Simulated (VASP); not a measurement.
# Ta8N8F (a cell with a defect) in VASP: single point with LDA

Aim: the single point of Ta8N8F (a cell with a defect) with LDA.

Program: VASP 6.6.1. These are calculated values, not measurements. Logs are shortened: lines on timing, memory, paths and dates and some standing lists are left out, and cuts for length are marked.

## (1) The cell of the first run

The cell holds a defect, 17 atoms: a = 6.163 Å, b = 6.163 Å, c = 6.163 Å, α = 60.00°, β = 60.00°, γ = 60.00°.

## (2) Single point, LDA

Contents of INCAR:

```
ALGO = Normal
EDIFF = 1E-7
ENCUT = 520
GGA = CA
ISIF = 2
ISMEAR = -1
LASPH = T
LCHARG = F
LREAL = Auto
LWAVE = F
NBANDS = 82
NELM = 60
PREC = Accurate
SIGMA = 0.15
```

Contents of KPOINTS:

```
k-points
0
Gamma
  4 4 4
```

Contents of POSCAR:

```
Ta8N8F
1.0
    0.0000000000      4.3580000000      4.3580000000
    4.3580000000      0.0000000000      4.3580000000
    4.3580000000      4.3580000000      0.0000000000
Ta N F
8 8 1
Direct
    0.2415580083      0.2670993761      0.2258185735
    0.2482769291      0.2822164407      0.7484805940
    0.2216325935      0.7493663987      0.2813680943
    0.2481671010      0.7227742133      0.7485692480
    0.7662138772      0.2266504051      0.2661448789
    0.7255094564      0.2672969937      0.7418313388
    0.7659099884      0.7426817397      0.2664535041
    0.7810685519      0.7494074791      0.7218882730
   -0.0455291190      0.0254972494     -0.0040377416
    0.0142887800      0.0063594129      0.5146582552
   -0.0347060790      0.5155286993      0.0054788821
    0.0143619237      0.4664356482      0.5145956040
    0.5245536564     -0.0031651996      0.0247293636
    0.4957149881      0.0257456845      0.4547516936
    0.5244631922      0.4555991270      0.0248253657
    0.5052168037      0.5153913197      0.4655671772
    0.3747822480      0.8759122121      0.8750869956
```

Potentials or basis: VASP PAW LDA potentials, release 64 (Ta_pv, N, F).

Started as:

```sh
$ cat potpaw_LDA.64/Ta_pv/POTCAR potpaw_LDA.64/N/POTCAR potpaw_LDA.64/F/POTCAR > POTCAR
$ mpirun -np 1 vasp_std > vasp.out
```

OUTCAR:

```text
EDIFF = 1E-7
   ENCUT = 520
   GGA = CA
   ISIF = 2
   ISMEAR = -1
   LASPH = T
   LREAL = Auto
   NELM = 60
   PREC = Accurate

 ion  position               nearest neighbor table
   1  0.242  0.267  0.226-  13 2.09  15 2.09  14 2.11  10 2.15  12 2.15  11 2.17   2 2.88   4 2.88
                             5 2.94   7 2.94   6 2.98   3 3.09   3 3.09   6 3.18   7 3.24   5 3.24
   2  0.248  0.282  0.748-  17 2.05  12 2.06  16 2.15  11 2.15  14 2.41   9 2.41  13 2.41   4 2.72
                             1 2.88   6 2.88   3 2.88   8 2.88   5 3.09   5 3.10   8 3.29   3 3.29
   3  0.222  0.749  0.281-  17 2.05  16 2.06  12 2.15  10 2.15  15 2.41  13 2.41   9 2.41   8 2.72
                             5 2.88   7 2.88   2 2.88   4 2.88   1 3.09   1 3.09   4 3.29   2 3.29
   4  0.248  0.723  0.749-  17 2.05  10 2.06  11 2.15  16 2.15   9 2.41  14 2.41  15 2.41   2 2.72
                             6 2.88   1 2.88   8 2.88   3 2.88   7 3.09   7 3.09   3 3.29   8 3.29
   5  0.766  0.227  0.266-   9 2.09  14 2.09  15 2.11  11 2.15  16 2.15  10 2.17   3 2.88   8 2.88
                             1 2.94   6 2.94   7 2.98   2 3.09   2 3.10   7 3.18   6 3.24   1 3.24
   6  0.726  0.267  0.742-  15 2.09  13 2.09   9 2.11  12 2.15  10 2.15  16 2.17   4 2.88   2 2.88
                             7 2.94   5 2.94   1 2.98   8 3.09   8 3.09   1 3.18   5 3.24   7 3.24
   7  0.766  0.743  0.266-  14 2.09   9 2.09  13 2.11  16 2.15  11 2.15  12 2.17   8 2.88   3 2.88
                             6 2.94   1 2.94   5 2.98   4 3.09   4 3.09   5 3.18   1 3.24   6 3.24
   8  0.781  0.749  0.722-  17 2.05  11 2.06  10 2.15  12 2.15  13 2.41  15 2.41  14 2.41   3 2.72
                             7 2.88   5 2.88   4 2.88   2 2.88   6 3.09   6 3.09   2 3.29   4 3.29
   9  0.954  0.025  0.996-   5 2.09   7 2.09   6 2.11   4 2.41   2 2.41   3 2.41
  10  0.014  0.006  0.515-   4 2.06   1 2.15   6 2.15   8 2.15   3 2.15   5 2.17
  11  0.965  0.516  0.005-   8 2.06   5 2.15   7 2.15   4 2.15   2 2.15   1 2.17
  12  0.014  0.466  0.515-   2 2.06   6 2.15   1 2.15   3 2.15   8 2.15   7 2.17
  13  0.525  0.997  0.025-   1 2.09   6 2.09   7 2.11   8 2.41   3 2.41   2 2.41
  14  0.496  0.026  0.455-   7 2.09   5 2.09   1 2.11   2 2.41   4 2.41   8 2.41
  15  0.524  0.456  0.025-   6 2.09   1 2.09   5 2.11   3 2.41   8 2.41   4 2.41
  16  0.505  0.515  0.466-   3 2.06   7 2.15   5 2.15   2 2.15   4 2.15   6 2.17
  17  0.375  0.876  0.875-   4 2.05   3 2.05   8 2.05   2 2.05

  LATTYP: Found a face centered cubic cell.
 ALAT       =     8.7160000000

  Lattice vectors:

 A1 = (   0.0000000000,   4.3580000000,   4.3580000000)
 A2 = (   4.3580000000,   0.0000000000,   4.3580000000)
 A3 = (   4.3580000000,   4.3580000000,   0.0000000000)

Analysis of symmetry for initial positions (statically):
=====================================================================
 Subroutine PRICEL returns:
 Original cell was already a primitive cell.

 Routine SETGRP: Setting up the symmetry group for a
 face centered cubic supercell.

 Subroutine GETGRP returns: Found  1 space group operations
 (whereof  1 operations were pure point group operations)
 out of a pool of 48 trial point group operations.

The static configuration has the point symmetry C_1 .

Analysis of symmetry for dynamics (positions and initial velocities):
=====================================================================
 Subroutine PRICEL returns:
 Original cell was already a primitive cell.

 Routine SETGRP: Setting up the symmetry group for a
 face centered cubic supercell.

 Subroutine GETGRP returns: Found  1 space group operations
 (whereof  1 operations were pure point group operations)
 out of a pool of 48 trial point group operations.

The dynamic configuration has the point symmetry C_1 .

 Subroutine INISYM returns: Found  1 space group operations
 (whereof  1 operations are pure point group operations),
 and found     1 'primitive' translations

----------------------------------------------------------------------------------------

                                     Primitive cell

  volume of cell :     165.5357

  direct lattice vectors                    reciprocal lattice vectors
     0.000000000  4.358000000  4.358000000    -0.114731528  0.114731528  0.114731528
     4.358000000  0.000000000  4.358000000     0.114731528 -0.114731528  0.114731528
     4.358000000  4.358000000  0.000000000     0.114731528  0.114731528 -0.114731528

  length of vectors
     6.163142705  6.163142705  6.163142705     0.198720836  0.198720836  0.198720836

[... 45 lines left out ...]
 generate k-points for:    4    4    4

 Generating k-lattice:

  Cartesian coordinates                     Fractional coordinates (reciprocal lattice)
    -0.028682882  0.028682882  0.028682882     0.250000000  0.000000000  0.000000000
     0.028682882 -0.028682882  0.028682882     0.000000000  0.250000000  0.000000000
     0.028682882  0.028682882 -0.028682882     0.000000000  0.000000000  0.250000000

  Length of vectors
     0.049680209  0.049680209  0.049680209

  Shift w.r.t. Gamma in fractional coordinates (k-lattice)
     0.000000000  0.000000000  0.000000000

 Subroutine IBZKPT returns following result:
 ===========================================

 Found     36 irreducible k-points:

 Following reciprocal coordinates:
            Coordinates               Weight
  0.000000  0.000000  0.000000      1.000000
  0.250000  0.000000  0.000000      2.000000
  0.000000  0.250000  0.000000      2.000000
  0.000000  0.000000  0.250000      2.000000
  0.250000  0.250000  0.250000      2.000000
  0.500000  0.000000  0.000000      1.000000
[... 16 lines left out ...]
  0.250000  0.500000  0.500000      2.000000
  0.500000  0.000000  0.250000      2.000000
 [... further k-points ...]
   k-points           NKPTS =     36   k-points in BZ     NKDIM =     36   number of bands    NBANDS=     82
   number of dos      NEDOS =    301   number of ions     NIONS =     17
   total plane-waves  NPLWV = 110592
   dimension x,y,z NGX =    48 NGY =   48 NGZ =   48
   dimension x,y,z NGXF=    96 NGYF=   96 NGZF=   96
   ions per type =               8   8   1
   NGX,Y,Z   is equivalent  to a cutoff of  12.95, 12.95, 12.95 a.u.
   NGXF,Y,Z  is equivalent  to a cutoff of  25.90, 25.90, 25.90 a.u.
 SYSTEM =  unknown system
   PREC   = accura    normal or accurate (medium, high low for compatibility)
   ISTART =      0    job   : 0-new  1-cont  2-samecut
   ICHARG =      2    charge: 1-file 2-atom 10-const
   ISPIN  =      1    spin polarized calculation?
   LNONCOLLINEAR =      F non collinear calculations
   LSORBIT =      F    spin-orbit coupling
   LASPH  =      T    aspherical Exc in radial PAW
   ENCUT  =  520.0 eV  38.22 Ry    6.18 a.u.  11.46 11.46 11.46*2*pi/ulx,y,z
   NELM   =     60;   NELMIN=  2; NELMDL= -5     # of ELM steps
   EDIFF  = 0.1E-06   stopping-criterion for ELM
   LREAL  =      T    real-space projection
   EDIFFG = 0.1E-05   stopping-criterion for IOM
   NSW    =      0    number of steps for IOM
   IBRION =     -1    ionic relax: 0-MD 1-quasi-New 2-CG
   NFREE  =      0    steps in history (QN), initial steepest desc. (CG)
   ISIF   =      2    stress and relaxation
   ISYM   =      2    0-nonsym 1-usesym 2-fastsym
   POTIM  = 0.5000    time-step for ionic-motion
   TEBEG  =    0.0;   TEEND  =   0.0 temperature during run
   PSTRESS=    0.0 pullay stress
   NELECT =     135.0000    total number of electrons
   NUPDOWN=      -1.0000    fix difference up-down
   EMIN   =  10.00;   EMAX   =-10.00  energy-range for DOS
   EFERMI =   0.00;   METHOD = LEGACY
   ISMEAR =    -1;   SIGMA  =   0.15  broadening in eV -4-tet -1-fermi 0-gaus
   EFERMI_NEDOS =   21; number of points for ismear=-14 and -15
   IALGO  =     38    algorithm
   IMIX   =      4    mixing-type and parameters
     AMIX     =   0.40;   BMIX     =  1.00
     AMIX_MAG =   1.60;   BMIX_MAG =  1.00
  volume/ion in A,a.u.               =       9.74        65.71
  Fermi-wavevector in a.u.,A,eV,Ry     =   1.529521  2.890376 31.829951  2.339435
  Thomas-Fermi vector in A             =   2.637131
   LORBIT       =      0    0 simple, 1 ext, 2 COOP (PROOUT), +10 PAW based schemes
   GGA     = CA    functional components
   LHFCALC =     F    Hartree Fock is set to
   AEXX    =    0.0000 exact exchange contribution
   IVDW    =     0    specifies the selected vdW correction
   LEPSILON=     F    determine dielectric tensor
   LRPA    =     F    only Hartree local field effects (RPA)
 non-spin polarized calculation
  energy-cutoff  :      520.00
  volume of cell :      165.54
 maximum number of plane-waves:      4520
 NGX is ok and might be reduce to    48
   NGX = 23   NGY = 23   NGZ = 23

 number of electron     134.9999986 magnetization

 Free energy of the ion-electron system (eV)
  ---------------------------------------------------
  ext. energy  EPLUGINS =         0.00000000
  ---------------------------------------------------
  free energy    TOTEN  =      -194.19551771 eV

  energy without entropy =     -193.81363088  energy(sigma->0) =     -194.00457429

 E-fermi :   9.7134     XC(G=0): -13.9930

 val. band max:        9.7012868808   @ k =   0.2500   0.2500   0.5000
 cond. band min:       9.7336672440   @ k =   0.5000   0.2500   0.0000
 fundamental gap:      0.0323803632
 Fermi energy:         9.7134235522

 k-point     1 :       0.0000    0.0000    0.0000
  band No.  band energies     occupation
      1     -27.0426      2.00000
      2     -26.5947      2.00000
      3     -26.5285      2.00000
      4     -26.5284      2.00000
      5     -26.4736      2.00000
      6     -26.3576      2.00000
[... 1957 lines left out ...]
     78      12.2945      0.00000
     79      12.3715      0.00000

 [... further k-points ...]

 [bands above 79 left out]

------------------------ aborting loop because EDIFF is reached ----------------------------------------

  FORCE on cell =-STRESS in cart. coord.  units (eV):
  Direction    XX          YY          ZZ          XY          YZ          ZX
  --------------------------------------------------------------------------------------
  -------------------------------------------------------------------------------------
  Total       20.7615504     35.5145275     20.8120122      0.0000799     -0.0001646      0.0002735
  in kB      200.9456880    343.7359459    201.4340941      0.0007729     -0.0015929      0.0026474
  external PRESSURE =     248.7052427 kB  Pullay stress =       0.0000000 kB

 VOLUME and BASIS-vectors are now :
 -----------------------------------------------------------------------------
  energy-cutoff  :      520.00
  volume of cell :      165.54
      direct lattice vectors                 reciprocal lattice vectors
     0.000000000  4.358000000  4.358000000    -0.114731528  0.114731528  0.114731528
     4.358000000  0.000000000  4.358000000     0.114731528 -0.114731528  0.114731528
     4.358000000  4.358000000  0.000000000     0.114731528  0.114731528 -0.114731528

 POSITION                                       TOTAL-FORCE (eV/Angst)
 -----------------------------------------------------------------------------------
      2.14814      2.03683      2.21673         0.022678     -0.021030     -0.020922
      4.49178      4.34387      2.31189         0.003396      0.003705      0.002549
      4.49194      2.19208      4.23161         0.004022     -0.003431     -0.004991
      6.41211      4.34378      4.23136        -0.006897      0.002997     -0.004042
      2.14760      4.49902      4.32690         0.022950      0.021208      0.021006
      4.39778      6.39467      4.32665        -0.023410     -0.019825      0.020650
[... 9 lines left out ...]
      4.27502      4.23068      4.44781        -0.022989      0.013376      0.023387
      7.63085      5.44693      5.45053         0.002048      0.000026      0.002210
 -----------------------------------------------------------------------------------
    total drift:                                0.001191      0.000369     -0.000319

  FREE ENERGIE OF THE ION-ELECTRON SYSTEM (eV)
  ---------------------------------------------------
  free  energy   TOTEN  =      -194.1955177060 eV

  energy  without entropy=     -193.8136308773  energy(sigma->0) =     -194.00457429
```

Wall time 27 min (1 thread of Intel Xeon Platinum 8259CL at 2.50GHz (Skylake/Cascade Lake), shared host); peak memory 0.47 GiB.

What came out:

| Quantity | Value |
| --- | --- |
| Free energy | -194.1955 eV |
| Pressure | 24.9 GPa |
| Largest force | 0.048 eV/Å |
| Band gap on the k mesh | zero (an odd number of electrons rules out a gap without spin polarisation) |

Forces in eV/Å, atoms in the order of the input:
```
Ta   0.023 -0.021 -0.021
Ta   0.003  0.004  0.003
Ta   0.004 -0.003 -0.005
Ta  -0.007  0.003 -0.004
Ta   0.023  0.021  0.021
Ta  -0.023 -0.020  0.021
Ta  -0.022  0.021 -0.022
Ta  -0.005 -0.003  0.004
N   -0.029  0.022  0.031
N    0.024 -0.013  0.023
N    0.023  0.013 -0.024
N   -0.024 -0.013 -0.022
N   -0.029 -0.024 -0.029
N    0.029  0.023 -0.030
N    0.031 -0.023  0.029
N   -0.023  0.013  0.023
F    0.002  0.000  0.002
```

Caveat: spin-orbit coupling is left out, which moves the levels of the heavy elements; an odd number of electrons without spin polarisation forces a metal; a magnetic or distorted state may lie lower.
